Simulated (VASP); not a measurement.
Set up this calculation in VASP 6.6.1, as the native input.

- Task: single point
- Functional: LDA
- Potentials or basis: VASP PAW LDA potentials, release 64 (Zr_sv, Pt)
- Cutoff: 520 eV
- k mesh: 10 × 10 × 10
- Occupations: fermi-dirac, width 0.15 eV
- Spin: no spin polarisation
- Dipole correction: no
- Further INCAR settings: ALGO = Normal; EDIFF = 1e-06; NBANDS = 29

The structure of ZrPt3 lies in POSCAR:

```
ZrPt3
1.0
    3.9450210291      0.0000000000      0.0000000000
    0.0000000000      3.9450210291      0.0000000000
    0.0000000000      0.0000000000      3.9450210291
Zr Pt
1 3
Direct
    0.0000000000      0.0000000000      0.0000000000
    0.0000000000      0.5000000000      0.5000000000
    0.5000000000      0.0000000000      0.5000000000
    0.5000000000      0.5000000000      0.0000000000
```

These files were run (other wordings do the same):

INCAR

```
SYSTEM = ZrPt3
ALGO     = Normal         ! electronic algorithm
EDIFF    = 1E-6           ! SCF threshold, eV
ENCUT    = 520            ! plane-wave cutoff, eV
GGA      = CA             ! functional
ISIF     = 2              ! what is computed and relaxed
ISMEAR   = -1             ! smearing method
LASPH    = .TRUE.         ! aspherical terms in the spheres
LCHARG   = .FALSE.        ! write CHGCAR
LREAL    = .FALSE.        ! projectors in reciprocal space
LWAVE    = .FALSE.        ! write WAVECAR
NBANDS   = 29             ! bands
NELM     = 80             ! most SCF steps
PREC     = Accurate       ! precision mode
SIGMA    = 0.15           ! smearing width, eV
```

KPOINTS

```
k-points
0
G
  10 10 10
  0 0 0
```

Potentials or basis: VASP PAW LDA potentials, release 64 (Zr_sv, Pt).

Command:

```bash
$ cat potpaw_LDA.64/Zr_sv/POTCAR potpaw_LDA.64/Pt/POTCAR > POTCAR
$ mpirun -np 1 vasp_std > vasp.out
```

It gave:

```json
{
 "Pressure": "6.4 GPa",
 "Band gap on the k mesh": "zero (bands 21 and 22 overlap by 1.91 eV)"
}
```

Caveat: the cell stands under pressure; spin-orbit coupling is left out, which moves the levels of the heavy elements.

Wall time 75 s on 1 thread of AMD EPYC 7R43 64-Core Processor (Zen 3), with other jobs on the host, peak memory 0.17 GiB.
